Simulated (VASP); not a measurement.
# Mo (Pm-3n) in VASP: a series of runs, part 2 of 2

VASP 6.6.1.

### 4 Relaxation of cell and atoms, PBEsol

Input file INCAR:

```
PREC = Accurate ; ENCUT = 600
EDIFF = 1E-7 ; ISMEAR = -1
SIGMA = 0.1 ; LREAL = False
LASPH = True ; NELM = 80
ALGO = Normal ; ISIF = 3
LWAVE = False ; LCHARG = False
GGA = PS ; IBRION = 2
NSW = 80 ; EDIFFG = -0.01
```

Input file KPOINTS:

```
regular mesh
0
Gamma
  5 5 5
```

Input file POSCAR:

```
Mo
1.0
    4.9960273309      0.0000000000      0.0000000000
    0.0000000000      4.9960273309      0.0000000000
    0.0000000000      0.0000000000      4.9960273309
Mo
8
Direct
    0.0000000000      0.0000000000      0.0000000000
    0.5000000000      0.5000000000      0.5000000000
    0.2500000000      0.0000000000      0.5000000000
    0.7500000000      0.0000000000      0.5000000000
    0.5000000000      0.2500000000      0.0000000000
    0.5000000000      0.7500000000      0.0000000000
    0.0000000000      0.5000000000      0.2500000000
    0.0000000000      0.5000000000      0.7500000000
```

Potentials or basis: VASP PAW PBE potentials, release 64 (Mo_sv).

Started as:

```console
$ cat potpaw_PBE.64/Mo_sv/POTCAR > POTCAR
$ mpirun -np 1 vasp_std > vasp.out
```

OUTCAR:

```text
PREC = Accurate
   ENCUT = 600
   EDIFF = 1E-7
   ISMEAR = -1
   LREAL = False
   LASPH = True
   NELM = 80
   ISIF = 3
   GGA = PS
   IBRION = 2
   NSW = 80
   EDIFFG = -0.01

 ion  position               nearest neighbor table
   1  0.000  0.000  0.000-   3 2.79   4 2.79   5 2.79   6 2.79   7 2.79   8 2.79   3 2.79   4 2.79
                             7 2.79   8 2.79   5 2.79   6 2.79
   2  0.500  0.500  0.500-   3 2.79   4 2.79   5 2.79   6 2.79   7 2.79   8 2.79   5 2.79   6 2.79
                             3 2.79   4 2.79   7 2.79   8 2.79
   3  0.250  0.000  0.500-   4 2.50   4 2.50   1 2.79   1 2.79   2 2.79   2 2.79   8 3.06   5 3.06
[... 910 lines left out ...]
  external PRESSURE =      -0.7211778 kB  Pullay stress =       0.0000000 kB

 VOLUME and BASIS-vectors are now :
 -----------------------------------------------------------------------------
  energy-cutoff  :      600.00
  volume of cell :      124.70
      direct lattice vectors                 reciprocal lattice vectors
     4.996027331  0.000000000  0.000000000     0.200159033  0.000000000  0.000000000
     0.000000000  4.996027331  0.000000000     0.000000000  0.200159033  0.000000000
     0.000000000  0.000000000  4.996027331     0.000000000  0.000000000  0.200159033

 POSITION                                       TOTAL-FORCE (eV/Angst)
 -----------------------------------------------------------------------------------
      0.00000      0.00000      0.00000        -0.000000     -0.000000     -0.000000
      2.49801      2.49801      2.49801        -0.000000     -0.000000     -0.000000
      1.24901      0.00000      2.49801        -0.000000     -0.000000      0.000000
      3.74702      0.00000      2.49801         0.000000     -0.000000     -0.000000
      2.49801      1.24901      0.00000        -0.000000     -0.000000     -0.000000
      2.49801      3.74702      0.00000        -0.000000     -0.000000      0.000000
      0.00000      2.49801      1.24901         0.000000      0.000000     -0.000000
      0.00000      2.49801      3.74702         0.000000      0.000000     -0.000000
 -----------------------------------------------------------------------------------
    total drift:                                0.000000     -0.000000      0.000000

  FREE ENERGIE OF THE ION-ELECTRON SYSTEM (eV)
  ---------------------------------------------------
  free  energy   TOTEN  =       -93.5615076123 eV

  energy  without entropy=      -93.4170992279  energy(sigma->0) =      -93.48930342

 reached required accuracy - stopping structural energy minimisation
```

OSZICAR:

```text
N       E                     dE             d eps       ncg     rms          rms(c)
DAV:   1     0.156198647062E+04    0.15620E+04   -0.74174E+04  1340   0.197E+03
DAV:   2    -0.298185367666E+02   -0.15918E+04   -0.15461E+04  1450   0.597E+02
DAV:   3    -0.978129312310E+02   -0.67994E+02   -0.64910E+02  1757   0.112E+02
DAV:   4    -0.994438821571E+02   -0.16310E+01   -0.16102E+01  1576   0.142E+01
DAV:   5    -0.994901603866E+02   -0.46278E-01   -0.46145E-01  1645   0.216E+00    0.462E+01
DAV:   6    -0.944011442613E+02    0.50890E+01   -0.11387E+01  1453   0.170E+01    0.127E+01
DAV:   7    -0.936773209882E+02    0.72382E+00   -0.29128E+00  1552   0.827E+00    0.316E+00
DAV:   8    -0.936016061495E+02    0.75715E-01   -0.54423E-01  1647   0.454E+00    0.203E+00
DAV:   9    -0.935626796614E+02    0.38926E-01   -0.12743E-01  1584   0.195E+00    0.628E-01
DAV:  10    -0.935614832526E+02    0.11964E-02   -0.88346E-03  1575   0.592E-01    0.182E-01
DAV:  11    -0.935615141625E+02   -0.30910E-04   -0.10062E-03  1736   0.125E-01    0.604E-02
DAV:  12    -0.935615088361E+02    0.53263E-05   -0.11058E-04  1615   0.572E-02    0.203E-02
DAV:  13    -0.935615081245E+02    0.71160E-06   -0.22192E-05  1656   0.270E-02    0.917E-03
DAV:  14    -0.935615075844E+02    0.54011E-06   -0.23076E-06  1525   0.857E-03    0.161E-03
DAV:  15    -0.935615076123E+02   -0.27896E-07   -0.82159E-08   904   0.139E-03
   1 F= -.93561508E+02 E0= -.93489303E+02  d E =-.935615E+02
```

Run time: 1.7 min. Hardware: 1 thread of Intel Xeon Platinum 8259CL at 2.50GHz (Skylake/Cascade Lake), shared host; peak memory 0.26 GiB.

What came out:

| Quantity | Value |
| --- | --- |
| Free energy | -93.5615 eV |
| Pressure after relaxing | -0.1 GPa |
| Band gap on the k mesh | zero (bands 56 and 57 overlap by 0.62 eV) |

Final structure:
```
CELL_PARAMETERS angstrom
4.99603 0.00000 0.00000
0.00000 4.99603 0.00000
0.00000 0.00000 4.99603
ATOMIC_POSITIONS crystal
Mo 0.00000 0.00000 0.00000
Mo 0.50000 0.50000 0.50000
Mo 0.25000 0.00000 0.50000
Mo 0.75000 0.00000 0.50000
Mo 0.50000 0.25000 0.00000
Mo 0.50000 0.75000 0.00000
Mo 0.00000 0.50000 0.25000
Mo 0.00000 0.50000 0.75000
```

Caveat: the relaxation stopped at its first step, so nothing moved; the PAW data sets were made with another functional, which shifts forces and pressure a little.

### 5 The runs side by side

| task | cell | k mesh | cutoff (eV) | gap on the mesh (eV) | pressure (GPa) |
| --- | --- | --- | --- | --- | --- |
| single point | a = 4.993 Å, 8 atoms | 5 × 5 × 5 | 520 | none | 0.6 |
| single point | a = 4.993 Å, 8 atoms | 7 × 7 × 7 | 520 | none | 1.0 |
| relaxation of cell and atoms | relaxed from a = 4.996 Å, 8 atoms | 5 × 5 × 5 | 600 | none | -0.1 |

Alike in all rows: level PBEsol; potentials or basis VASP PAW PBE potentials, release 64 (Mo_sv); no spin polarisation; smearing fermi-dirac 0.1 eV.

Caveats: the PAW data sets were made with another functional, which shifts forces and pressure a little; the relaxation stopped at its first step, so nothing moved (at least some runs).

Absolute energies hang on the potentials; compare differences alone.
